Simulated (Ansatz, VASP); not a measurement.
# One calculation of Ba4CdBr, two programs

Contents of INCAR:

```
PREC = Accurate
ENCUT = 520
EDIFF = 1E-6
ISMEAR = 0
SIGMA = 0.1
LREAL = F
LASPH = T
NELM = 80
ALGO = Normal
ISIF = 2
LWAVE = F
LCHARG = F
GGA = PE
NBANDS = 38
```

File KPOINTS:

```
Automatic mesh
0
Gamma
  4 4 4
```

File POSCAR:

```
Ba4CdBr
1.0
    5.8374922800      0.0000000000      0.0000000000
    0.0000000000      5.8374922800      0.0000000000
    0.0000000000      0.0000000000      4.2334711600
Ba Cd Br
4 1 1
Direct
    0.2347168100      0.0000000000      0.0000000000
    0.7652831900      0.0000000000      0.0000000000
    0.0000000000      0.2347168100      0.0000000000
    0.0000000000      0.7652831900      0.0000000000
    0.5000000000      0.5000000000      0.5000000000
    0.0000000000      0.0000000000      0.5000000000
```

Input for Ansatz:

```yaml
crystal:
  lattice:
    - [5.83749228, 0.0, 0.0]
    - [0.0, 5.83749228, 0.0]
    - [0.0, 0.0, 4.23347116]
  atoms:
    - { symbol: Ba, position: [0.23471681, 0.0, 0.0] }
    - { symbol: Ba, position: [0.76528319, 0.0, 0.0] }
    - { symbol: Ba, position: [0.0, 0.23471681, 0.0] }
    - { symbol: Ba, position: [0.0, 0.76528319, 0.0] }
    - { symbol: Cd, position: [0.5, 0.5, 0.5] }
    - { symbol: Br, position: [0.0, 0.0, 0.5] }
basis:
  ecutwfc: 420
kpoints:
  mp_grid: { grid: [4, 4, 4] }
hamiltonian:
  xc: pbe
scf:
  occupations: { method: gaussian, width: 0.1 }
  lower_state_search: "off"
output:
  forces: true
  stress: true
  eigenvalues: true
```

Alike in both runs: task single point; functional PBE; k mesh 4 × 4 × 4; occupations gaussian, width 0.1 eV; no spin polarisation.

|  | VASP | Ansatz |
| --- | --- | --- |
| version | VASP 6.6.1 | Ansatz 0.2.0 |
| potentials or method | VASP PAW PBE potentials, release 64 (Ba_sv, Cd, Br), cutoff 520 eV | scalar-relativistic, plane waves, PAW |
| valence electrons in the cell | 59 | 67 |

|  | VASP | Ansatz | Ansatz less VASP |
| --- | --- | --- | --- |
| gap on the k mesh at the Fermi level (eV) | none | none | - |
| rms of the force components (eV/Å) | 44.385 | 34.263 | -10.1218 |

Atom by atom the forces differ by 10.122 eV/Å (rms over components). A gap of «none» marks a metal or a gap that the smearing closes. VASP's potentials hold 59 valence electrons a cell and Ansatz's 67, so a difference there can come from the potentials and not from the codes.

The k mesh is coarse, so the values compare programs but aren't converged. Neither program's run includes spin-orbit coupling.
